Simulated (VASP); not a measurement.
# MgO (P6_3/mmc) in VASP: further runs

The runs below take MgO through single point, with r2SCAN.

All numbers are computed with VASP 6.6.1; they aren't measurements. Logs are shortened: lines on timing, memory, paths and dates and some standing lists are left out, and cuts for length are marked.

### Step 1. The cell of the first run

Symmetry: P6_3/mmc, No. 194, hexagonal system. The conventional cell has a = 3.484 Å, b = 3.484 Å, c = 4.185 Å, α = 90.00°, β = 90.00°, γ = 120.00°. Within 2.7 Å of Mg (site symmetry -6m2) lie 5 O at 2.01 to 2.09 Å. Within 2.7 Å of O (site symmetry -6m2) lie 5 Mg at 2.01 to 2.09 Å.

### Step 2. Single point, r2SCAN

POSCAR reads:

```
MgO
1.0
    3.4840198093      0.0000000000      0.0000000000
   -1.7420099047      3.0172496621      0.0000000000
    0.0000000000      0.0000000000      4.1853204648
Mg O
2 2
Direct
    0.3333333333      0.6666666667      0.2500000000
    0.6666666667      0.3333333333      0.7500000000
    0.6666666667      0.3333333333      0.2500000000
    0.3333333333      0.6666666667      0.7500000000
```

INCAR.step1 reads:

```
ALGO = Normal
EDIFF = 1E-5
ENCUT = 920
GGA = PE
GGA_COMPAT = False
ISMEAR = 0
LASPH = True
LCHARG = False
LREAL = False
LWAVE = True
NBANDS = 24
NELM = 120
PREC = Accurate
SIGMA = 0.01
```

INCAR.step2 reads:

```
ALGO = Normal
EDIFF = 1E-6
ENCUT = 920
GGA_COMPAT = False
ISIF = 2
ISMEAR = 0
ISTART = 1
LASPH = True
LCHARG = False
LMIXTAU = True
LREAL = False
LWAVE = False
METAGGA = R2SCAN
NBANDS = 24
NELM = 120
PREC = Accurate
SIGMA = 0.01
```

KPOINTS reads:

```
k-points
0
Gamma
  9 9 6
```

Potentials or basis: VASP PAW PBE potentials, release 64 (Mg_sv, O).

Command:

```
$ cat potpaw_PBE.64/Mg_sv/POTCAR potpaw_PBE.64/O/POTCAR > POTCAR
$ cp INCAR.step1 INCAR
$ mpirun -np 1 vasp_std > vasp.out
$ cp INCAR.step2 INCAR
$ mpirun -np 1 vasp_std > vasp.out
```

OUTCAR:

```text
EDIFF = 1E-6
   ENCUT = 920
   ISIF = 2
   ISMEAR = 0
   ISTART = 1
   LASPH = True
   LREAL = False
   METAGGA = R2SCAN
   NELM = 120
   PREC = Accurate

 ion  position               nearest neighbor table
   1  0.333  0.667  0.250-   3 2.01   3 2.01   3 2.01   4 2.09   4 2.09
   2  0.667  0.333  0.750-   4 2.01   4 2.01   4 2.01   3 2.09   3 2.09
   3  0.667  0.333  0.250-   1 2.01   1 2.01   1 2.01   2 2.09   2 2.09
   4  0.333  0.667  0.750-   2 2.01   2 2.01   2 2.01   1 2.09   1 2.09

  LATTYP: Found a hexagonal cell.
 ALAT       =     3.4840198093
 C/A-ratio  =     1.2012906625

  Lattice vectors:

 A1 = (   3.4840198093,   0.0000000000,   0.0000000000)
 A2 = (  -1.7420099047,   3.0172496621,   0.0000000000)
 A3 = (   0.0000000000,   0.0000000000,   4.1853204648)

Analysis of symmetry for initial positions (statically):
=====================================================================
 Subroutine PRICEL returns:
 Original cell was already a primitive cell.

 Routine SETGRP: Setting up the symmetry group for a
 hexagonal supercell.

 Subroutine GETGRP returns: Found 24 space group operations
 (whereof 12 operations were pure point group operations)
 out of a pool of 24 trial point group operations.

The static configuration has the point symmetry D_3d.
 The point group associated with its full space group is D_6h.

Analysis of symmetry for dynamics (positions and initial velocities):
=====================================================================
 Subroutine PRICEL returns:
 Original cell was already a primitive cell.

 Routine SETGRP: Setting up the symmetry group for a
 hexagonal supercell.

 Subroutine GETGRP returns: Found 24 space group operations
 (whereof 12 operations were pure point group operations)
 out of a pool of 24 trial point group operations.

The dynamic configuration has the point symmetry D_3d.
 The point group associated with its full space group is D_6h.

 Subroutine INISYM returns: Found 24 space group operations
 (whereof 12 operations are pure point group operations),
 and found     1 'primitive' translations

----------------------------------------------------------------------------------------

                                     Primitive cell

  volume of cell :      43.9967
[... 90 lines left out ...]
   LASPH  =      T    aspherical Exc in radial PAW
   ENCUT  =  920.0 eV  67.62 Ry    8.22 a.u.   8.62  8.62 10.35*2*pi/ulx,y,z
   NELM   =    120;   NELMIN=  2; NELMDL=  0     # of ELM steps
   EDIFF  = 0.1E-05   stopping-criterion for ELM
   LREAL  =      F    real-space projection
   EDIFFG = 0.1E-04   stopping-criterion for IOM
   NSW    =      0    number of steps for IOM
   IBRION =     -1    ionic relax: 0-MD 1-quasi-New 2-CG
   NFREE  =      0    steps in history (QN), initial steepest desc. (CG)
   ISIF   =      2    stress and relaxation
   ISYM   =      2    0-nonsym 1-usesym 2-fastsym
   POTIM  = 0.5000    time-step for ionic-motion
   TEBEG  =    0.0;   TEEND  =   0.0 temperature during run
   PSTRESS=    0.0 pullay stress
   NELECT =      32.0000    total number of electrons
   NUPDOWN=      -1.0000    fix difference up-down
   EMIN   =  10.00;   EMAX   =-10.00  energy-range for DOS
   EFERMI =   0.00;   METHOD = LEGACY
   ISMEAR =     0;   SIGMA  =   0.01  broadening in eV -4-tet -1-fermi 0-gaus
   EFERMI_NEDOS =   21; number of points for ismear=-14 and -15
   IALGO  =     38    algorithm
   IMIX   =      4    mixing-type and parameters
     AMIX     =   0.40;   BMIX     =  1.00
     AMIX_MAG =   1.60;   BMIX_MAG =  1.00
  volume/ion in A,a.u.               =      11.00        74.23
  Fermi-wavevector in a.u.,A,eV,Ry     =   1.472260  2.782169 29.491317  2.167551
  Thomas-Fermi vector in A             =   2.587297
   LORBIT       =      0    0 simple, 1 ext, 2 COOP (PROOUT), +10 PAW based schemes
   METAGGA = R2SCAN    functional components
   LHFCALC =     F    Hartree Fock is set to
   AEXX    =    0.0000 exact exchange contribution
   IVDW    =     0    specifies the selected vdW correction
   LEPSILON=     F    determine dielectric tensor
   LRPA    =     F    only Hartree local field effects (RPA)
 non-spin polarized calculation
 Gauss-broadening in eV      SIGMA  =   0.01
  energy-cutoff  :      920.00
  volume of cell :       44.00
 maximum number of plane-waves:      2813
 NGX is ok and might be reduce to    36
   NGX = 17   NGY = 17   NGZ = 21

 number of electron      31.9999996 magnetization

 Free energy of the ion-electron system (eV)
  ---------------------------------------------------
  ext. energy  EPLUGINS =         0.00000000
  ---------------------------------------------------
  free energy    TOTEN  =       -32.05730520 eV

  energy without entropy =      -32.05730520  energy(sigma->0) =      -32.05730520

 E-fermi :   1.4105     XC(G=0): -10.9391

 val. band max:        1.3650110479   @ k =   0.0000   0.0000   0.0000
 cond. band min:       5.4636225029   @ k =   0.0000   0.0000   0.0000
 fundamental gap:      4.0986114550
 Fermi energy:         1.4105170897

 k-point     1 :       0.0000    0.0000    0.0000
  band No.  band energies     occupation
      1     -73.5427      2.00000
      2     -73.5311      2.00000
      3     -38.6930      2.00000
      4     -38.6733      2.00000
      5     -38.6733      2.00000
      6     -38.6470      2.00000
[... 637 lines left out ...]
     23      16.3490      0.00000
     24      19.1310      0.00000

 [... further k-points ...]

------------------------ aborting loop because EDIFF is reached ----------------------------------------

  FORCE on cell =-STRESS in cart. coord.  units (eV):
  Direction    XX          YY          ZZ          XY          YZ          ZX
  --------------------------------------------------------------------------------------
  -------------------------------------------------------------------------------------
  Total        0.1472902      0.1472902      0.1368978     -0.0000000      0.0000000      0.0000000
  in kB        5.3636933      5.3636933      4.9852444     -0.0000000      0.0000000      0.0000000
  external PRESSURE =       5.2375437 kB  Pullay stress =       0.0000000 kB

 VOLUME and BASIS-vectors are now :
 -----------------------------------------------------------------------------
  energy-cutoff  :      920.00
  volume of cell :       44.00
      direct lattice vectors                 reciprocal lattice vectors
     3.484019809  0.000000000  0.000000000     0.287024774  0.165713831  0.000000000
    -1.742009905  3.017249662  0.000000000     0.000000000  0.331427662  0.000000000
     0.000000000  0.000000000  4.185320465     0.000000000  0.000000000  0.238930330

 POSITION                                       TOTAL-FORCE (eV/Angst)
 -----------------------------------------------------------------------------------
     -0.00000      2.01150      1.04633         0.000000      0.000000      0.000000
      1.74201      1.00575      3.13899        -0.000000     -0.000000      0.000000
      1.74201      1.00575      1.04633        -0.000000     -0.000000      0.000000
     -0.00000      2.01150      3.13899         0.000000      0.000000      0.000000
 -----------------------------------------------------------------------------------
    total drift:                               -0.000000      0.000000     -0.000000

  FREE ENERGIE OF THE ION-ELECTRON SYSTEM (eV)
  ---------------------------------------------------
  free  energy   TOTEN  =       -32.0573051964 eV

  energy  without entropy=      -32.0573051964  energy(sigma->0) =      -32.05730520
```

OUTCAR.step1:

```text
EDIFF = 1E-5
   ENCUT = 920
   GGA = PE
   ISMEAR = 0
[... 880 lines left out ...]
     -0.00000      2.01150      1.04633         0.000000     -0.000000      0.000000
      1.74201      1.00575      3.13899        -0.000000      0.000000      0.000000
      1.74201      1.00575      1.04633         0.000000     -0.000000      0.000000
     -0.00000      2.01150      3.13899        -0.000000      0.000000      0.000000
 -----------------------------------------------------------------------------------
    total drift:                               -0.000000      0.000000     -0.000000

  FREE ENERGIE OF THE ION-ELECTRON SYSTEM (eV)
  ---------------------------------------------------
  free  energy   TOTEN  =       -23.5971983726 eV

  energy  without entropy=      -23.5971983726  energy(sigma->0) =      -23.59719837
```

Run time: 3.2 min. Hardware: 1 thread of Intel Xeon Platinum 8488C (Sapphire Rapids), shared host; peak memory 0.29 GiB.

What came out:

* Free energy: -32.0573 eV
* Pressure: 0.5 GPa
* Band gap on the k mesh: 4.10 eV

Levels at points of the mesh, in eV from the valence-band top:
| k point | band 13 | band 14 | band 15 | band 16 | band 17 | band 18 | band 19 | band 20 |
| --- | --- | --- | --- | --- | --- | --- | --- | --- |
| (0.00, 0.00, 0.00) | -1.76 | -0.84 | -0.84 | 0.00 | 4.10 | 10.44 | 13.17 | 13.51 |
| (0.00, 0.00, 0.50) | -1.32 | -1.32 | -1.32 | -1.32 | 7.15 | 7.15 | 13.89 | 13.89 |

Caveat: the PAW data sets were made with another functional, which shifts forces and pressure a little.

### Step 3. Single point, r2SCAN (11.33 Å³/atom)

This run uses another cell than the first one, of 11.33 Å³/atom.

POSCAR reads:

```
MgO
1.0
    3.5185172985      0.0000000000      0.0000000000
   -1.7592586493      3.0471253641      0.0000000000
    0.0000000000      0.0000000000      4.2267619764
Mg O
2 2
Direct
    0.3333333333      0.6666666667      0.2500000000
    0.6666666667      0.3333333333      0.7500000000
    0.6666666667      0.3333333333      0.2500000000
    0.3333333333      0.6666666667      0.7500000000
```

INCAR.step1 reads:

```
SYSTEM = MgO
PREC     = Accurate       ! precision mode
ENCUT    = 920            ! plane-wave cutoff, eV
ISMEAR   = 0              ! smearing method
SIGMA    = 0.01           ! smearing width, eV
LREAL    = .FALSE.        ! projectors in reciprocal space
LASPH    = .TRUE.         ! aspherical terms in the spheres
NELM     = 120            ! most SCF steps
NBANDS   = 24             ! bands
GGA      = PE             ! functional
ALGO     = Normal         ! electronic algorithm
EDIFF    = 1E-5           ! SCF threshold, eV
LWAVE    = .TRUE.         ! write WAVECAR
LCHARG   = .FALSE.        ! write CHGCAR
GGA_COMPAT= .FALSE.
```

INCAR.step2 reads:

```
SYSTEM = MgO
PREC     = Accurate       ! precision mode
ENCUT    = 920            ! plane-wave cutoff, eV
EDIFF    = 1E-6           ! SCF threshold, eV
ISMEAR   = 0              ! smearing method
SIGMA    = 0.01           ! smearing width, eV
LREAL    = .FALSE.        ! projectors in reciprocal space
LASPH    = .TRUE.         ! aspherical terms in the spheres
NELM     = 120            ! most SCF steps
ALGO     = Normal         ! electronic algorithm
ISIF     = 2              ! what is computed and relaxed
LWAVE    = .FALSE.        ! write WAVECAR
LCHARG   = .TRUE.         ! write CHGCAR
METAGGA  = R2SCAN         ! meta-GGA
LMIXTAU  = .TRUE.       
LELF     = .TRUE.         ! ELF
LVHAR    = .TRUE.       
NBANDS   = 24             ! bands
ISTART   = 1            
GGA_COMPAT= .FALSE.
```

KPOINTS reads:

```
regular mesh
0
G
  9 9 6
  0 0 0
```

Potentials or basis: VASP PAW PBE potentials, release 64 (Mg_sv, O).

Command:

```
$ cat potpaw_PBE.64/Mg_sv/POTCAR potpaw_PBE.64/O/POTCAR > POTCAR
$ cp INCAR.step1 INCAR
$ mpirun -np 1 vasp_std > vasp.out
$ cp INCAR.step2 INCAR
$ mpirun -np 1 vasp_std > vasp.out
```

OUTCAR:

```text
SYSTEM = MgO
   PREC = Accurate
   ENCUT = 920
   EDIFF = 1E-6
   ISMEAR = 0
   LREAL = .FALSE.
   LASPH = .TRUE.
   NELM = 120
   ISIF = 2
   METAGGA = R2SCAN
   ISTART = 1

 ion  position               nearest neighbor table
   1  0.333  0.667  0.250-   3 2.03   3 2.03   3 2.03   4 2.11   4 2.11
   2  0.667  0.333  0.750-   4 2.03   4 2.03   4 2.03   3 2.11   3 2.11
   3  0.667  0.333  0.250-   1 2.03   1 2.03   1 2.03   2 2.11   2 2.11
   4  0.333  0.667  0.750-   2 2.03   2 2.03   2 2.03   1 2.11   1 2.11

  LATTYP: Found a hexagonal cell.
 ALAT       =     3.5185172985
 C/A-ratio  =     1.2012906625

  Lattice vectors:

 A1 = (   3.5185172985,   0.0000000000,   0.0000000000)
 A2 = (  -1.7592586493,   3.0471253641,   0.0000000000)
 A3 = (   0.0000000000,   0.0000000000,   4.2267619764)

Analysis of symmetry for initial positions (statically):
=====================================================================
 Subroutine PRICEL returns:
 Original cell was already a primitive cell.

 Routine SETGRP: Setting up the symmetry group for a
 hexagonal supercell.

 Subroutine GETGRP returns: Found 24 space group operations
 (whereof 12 operations were pure point group operations)
 out of a pool of 24 trial point group operations.

The static configuration has the point symmetry D_3d.
 The point group associated with its full space group is D_6h.

Analysis of symmetry for dynamics (positions and initial velocities):
=====================================================================
 Subroutine PRICEL returns:
 Original cell was already a primitive cell.

 Routine SETGRP: Setting up the symmetry group for a
 hexagonal supercell.

 Subroutine GETGRP returns: Found 24 space group operations
 (whereof 12 operations were pure point group operations)
 out of a pool of 24 trial point group operations.

The dynamic configuration has the point symmetry D_3d.
 The point group associated with its full space group is D_6h.

[... 120 lines left out ...]
   IMIX   =      4    mixing-type and parameters
     AMIX     =   0.40;   BMIX     =  1.00
     AMIX_MAG =   1.60;   BMIX_MAG =  1.00
  volume/ion in A,a.u.               =      11.33        76.45
  Fermi-wavevector in a.u.,A,eV,Ry     =   1.457826  2.754891 28.915854  2.125255
  Thomas-Fermi vector in A             =   2.574582
   LORBIT       =      0    0 simple, 1 ext, 2 COOP (PROOUT), +10 PAW based schemes
   METAGGA = R2SCAN    functional components
   LHFCALC =     F    Hartree Fock is set to
   AEXX    =    0.0000 exact exchange contribution
   IVDW    =     0    specifies the selected vdW correction
   LEPSILON=     F    determine dielectric tensor
   LRPA    =     F    only Hartree local field effects (RPA)
 non-spin polarized calculation
 Gauss-broadening in eV      SIGMA  =   0.01
  energy-cutoff  :      920.00
  volume of cell :       45.32
 maximum number of plane-waves:      2899
 NGX is ok and might be reduce to    36
   NGX = 17   NGY = 17   NGZ = 21

 number of electron      32.0000013 magnetization

 Free energy of the ion-electron system (eV)
  ---------------------------------------------------
  ext. energy  EPLUGINS =         0.00000000
  ---------------------------------------------------
  free energy    TOTEN  =       -32.04702512 eV

  energy without entropy =      -32.04702512  energy(sigma->0) =      -32.04702512

 E-fermi :   1.4813     XC(G=0): -10.7891

 val. band max:        1.1866609414   @ k =   0.0000   0.0000   0.0000
 cond. band min:       5.1302082494   @ k =   0.0000   0.0000   0.0000
 fundamental gap:      3.9435473080
 Fermi energy:         1.4813289437

 k-point     1 :       0.0000    0.0000    0.0000
  band No.  band energies     occupation
      1     -73.8345      2.00000
      2     -73.8244      2.00000
      3     -38.9801      2.00000
      4     -38.9623      2.00000
      5     -38.9623      2.00000
      6     -38.9388      2.00000
[... 637 lines left out ...]
     23      15.9781      0.00000
     24      18.6058      0.00000

 [... further k-points ...]

------------------------ aborting loop because EDIFF is reached ----------------------------------------

  FORCE on cell =-STRESS in cart. coord.  units (eV):
  Direction    XX          YY          ZZ          XY          YZ          ZX
  --------------------------------------------------------------------------------------
  -------------------------------------------------------------------------------------
  Total       -0.9222618     -0.9222618     -1.0412458      0.0000000      0.0000000      0.0000000
  in kB      -32.6067115    -32.6067115    -36.8134078      0.0000000      0.0000000      0.0000000
  external PRESSURE =     -34.0089436 kB  Pullay stress =       0.0000000 kB

 VOLUME and BASIS-vectors are now :
 -----------------------------------------------------------------------------
  energy-cutoff  :      920.00
  volume of cell :       45.32
      direct lattice vectors                 reciprocal lattice vectors
     3.518517298  0.000000000  0.000000000     0.284210625  0.164089081  0.000000000
    -1.759258649  3.047125364  0.000000000     0.000000000  0.328178162  0.000000000
     0.000000000  0.000000000  4.226761976     0.000000000  0.000000000  0.236587725

 POSITION                                       TOTAL-FORCE (eV/Angst)
 -----------------------------------------------------------------------------------
     -0.00000      2.03142      1.05669        -0.000000      0.000000      0.000000
      1.75926      1.01571      3.17007         0.000000     -0.000000      0.000000
      1.75926      1.01571      1.05669        -0.000000      0.000000      0.000000
     -0.00000      2.03142      3.17007         0.000000     -0.000000      0.000000
 -----------------------------------------------------------------------------------
    total drift:                                0.000000     -0.000000      0.000000

  FREE ENERGIE OF THE ION-ELECTRON SYSTEM (eV)
  ---------------------------------------------------
  free  energy   TOTEN  =       -32.0470251199 eV

  energy  without entropy=      -32.0470251199  energy(sigma->0) =      -32.04702512
```

OUTCAR.step1:

```text
SYSTEM = MgO
   PREC = Accurate
   ENCUT = 920
   ISMEAR = 0
   LREAL = .FALSE.
   LASPH = .TRUE.
   NELM = 120
[... 879 lines left out ...]
      1.75926      1.01571      3.17007        -0.000000      0.000000      0.000000
      1.75926      1.01571      1.05669        -0.000000     -0.000000      0.000000
     -0.00000      2.03142      3.17007         0.000000      0.000000      0.000000
 -----------------------------------------------------------------------------------
    total drift:                                0.000000     -0.000000      0.000000

  FREE ENERGIE OF THE ION-ELECTRON SYSTEM (eV)
  ---------------------------------------------------
  free  energy   TOTEN  =       -23.6215826228 eV

  energy  without entropy=      -23.6215826228  energy(sigma->0) =      -23.62158262
```

OSZICAR.step1:

```text
N       E                     dE             d eps       ncg     rms          rms(c)
DAV:   1     0.442323617195E+03    0.44232E+03   -0.27573E+04  2328   0.227E+03
DAV:   2     0.106939952870E+02   -0.43163E+03   -0.41490E+03  2632   0.609E+02
DAV:   3    -0.242534701220E+02   -0.34947E+02   -0.34305E+02  3800   0.137E+02
DAV:   4    -0.275011090623E+02   -0.32476E+01   -0.32368E+01  2792   0.377E+01
DAV:   5    -0.276627243396E+02   -0.16162E+00   -0.16161E+00  2808   0.536E+00    0.130E+01
DAV:   6    -0.236856209607E+02    0.39771E+01   -0.10332E+01  2552   0.204E+01    0.439E+00
DAV:   7    -0.236460281595E+02    0.39593E-01   -0.40558E-01  2848   0.470E+00    0.255E+00
DAV:   8    -0.236229219199E+02    0.23106E-01   -0.11115E-01  2576   0.302E+00    0.462E-01
DAV:   9    -0.236204978900E+02    0.24240E-02   -0.14051E-02  3320   0.799E-01    0.161E-01
DAV:  10    -0.236215684675E+02   -0.10706E-02   -0.15223E-03  2400   0.257E-01    0.460E-02
DAV:  11    -0.236215818208E+02   -0.13353E-04   -0.58524E-05  2368   0.616E-02    0.159E-02
DAV:  12    -0.236215826228E+02   -0.80193E-06   -0.96666E-06  1784   0.322E-02
   1 F= -.23621583E+02 E0= -.23621583E+02  d E =0.000000E+00
```

Wall time 3.2 min (1 thread of Intel Xeon Platinum 8559C (Emerald Rapids), shared host); peak memory 0.29 GiB.

Results:

```
Free energy            : -32.0470 eV
Pressure               : -3.4 GPa
Band gap on the k mesh : 3.94 eV
```

Levels at points of the mesh, in eV from the valence-band top:
```csv
k point,band 12,band 13,band 14,band 15,band 16,band 17,band 18,band 19,band 20,band 21
"(0.00, 0.00, 0.00)",-1.70,-1.70,-0.80,-0.80,0.00,3.94,10.19,12.92,13.30,13.30
"(0.00, 0.00, 0.50)",-2.35,-1.27,-1.27,-1.27,-1.27,6.98,6.98,13.69,13.69,13.69
```

Caveat: the cell stands under tension; the PAW data sets were made with another functional, which shifts forces and pressure a little.
